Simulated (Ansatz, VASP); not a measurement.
## BTe in VASP and in Ansatz

INCAR

```
  ALGO = Normal
  EDIFF = 1E-6
  EDIFFG = -0.01
  ENCUT = 600
  GGA = PE
  IBRION = 2
  ISIF = 3
  ISMEAR = 0
  LASPH = True
  LCHARG = False
  LREAL = False
  LWAVE = False
  NELM = 60
  NSW = 100
  PREC = Accurate
  SIGMA = 0.1
```

Contents of KPOINTS:

```
k-points
0
Gamma
  18 18 18
```

POSCAR

```
BTe
1.0
    0.0000000000      2.5771051100      2.5771051100
    2.5771051100      0.0000000000      2.5771051100
    2.5771051100      2.5771051100      0.0000000000
B Te
1 1
Direct
    0.0000000000      0.0000000000      0.0000000000
    0.5000000000      0.5000000000      0.5000000000
```

Input for Ansatz:

```yaml
crystal:
  lattice:
    - [0.0, 2.57710511, 2.57710511]
    - [2.57710511, 0.0, 2.57710511]
    - [2.57710511, 2.57710511, 0.0]
  atoms:
    - { symbol: B, position: [0.0, 0.0, 0.0] }
    - { symbol: Te, position: [0.5, 0.5, 0.5] }
basis:
  ecutwfc: 420
kpoints:
  mp_grid: { grid: [18, 18, 18] }
hamiltonian:
  xc: pbe
scf:
  occupations: { method: gaussian, width: 0.1 }
output:
  forces: true
  stress: true
  eigenvalues: true
relax:
  adjacent_minimum: "off"
  f_tol: 0.01
  max_steps: 80
  cell: { stress_tol: 0.05 }
```

Change from the starting cell: species swapped into the NbN type (Fm-3m, No. 225).

Alike in both runs: task relaxation of cell and atoms; functional PBE; k mesh 18 × 18 × 18; occupations gaussian, width 0.1 eV; no spin polarisation.

|  | VASP | Ansatz |
| --- | --- | --- |
| version | VASP 6.6.1 | Ansatz 0.2.0 |
| potentials or method | VASP PAW PBE potentials, release 64 (B, Te), cutoff 600 eV | scalar-relativistic, plane waves, PAW |
| valence electrons in the cell | 9 | 19 |

```tsv
	VASP	Ansatz	Ansatz less VASP
gap on the k mesh at the Fermi level, each at its own relaxed structure (eV)	none	none	-
relaxed volume (Å³/atom)	16.50	16.52	+0.015
relaxed cell length with the largest relative difference (Å)	3.601	3.602	+0.0011
```

A gap of «none» marks a metal or a gap that the smearing closes. VASP's potentials hold 9 valence electrons a cell and Ansatz's 19, so a difference there can come from the potentials and not from the codes.

Neither program's run includes spin-orbit coupling.
